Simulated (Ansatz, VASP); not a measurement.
# ZrB2: VASP beside Ansatz

```xyz
3
Lattice="3.2117 0.0000 0.0000 -1.6059 2.7814 0.0000 0.0000 0.0000 3.5795" Properties=species:S:1:pos:R:3 pbc="T T T"
Zr    0.0000    0.0000    0.0000
B     1.6059    0.9271    1.7897
B     0.0000    1.8543    1.7897
```

Alike in both runs: task single point; functional LDA; k mesh 10 × 10 × 8; occupations fermi-dirac, width 0.05 eV; no spin polarisation.

|  | VASP | Ansatz |
| --- | --- | --- |
| version | VASP 6.6.1 | Ansatz 0.2.0 |
| potentials or method | VASP PAW LDA potentials, release 64 (Zr_sv, B) | Ansatz PAW |
| plane-wave cutoff (eV) | 520 | 420 |
| valence electrons in the cell | 18 | 18 |

VASP gave:

| Property | Result |
| --- | --- |
| gap on the k mesh at the Fermi level (eV) | none |
| pressure (GPa) | -16.6 |
| traceless stress, the component that is largest in VASP (GPa) | 1.13 |

Question: Estimate Ansatz's values.

Answer: gap on the k mesh at the Fermi level (eV): none; pressure (GPa): -17.0; traceless stress, the component that is largest in VASP (GPa): 1.11.

LDA's correlation is that of Perdew and Zunger in VASP and of Perdew and Wang (1992) in Ansatz. A gap of «none» marks a metal or a gap that the smearing closes.
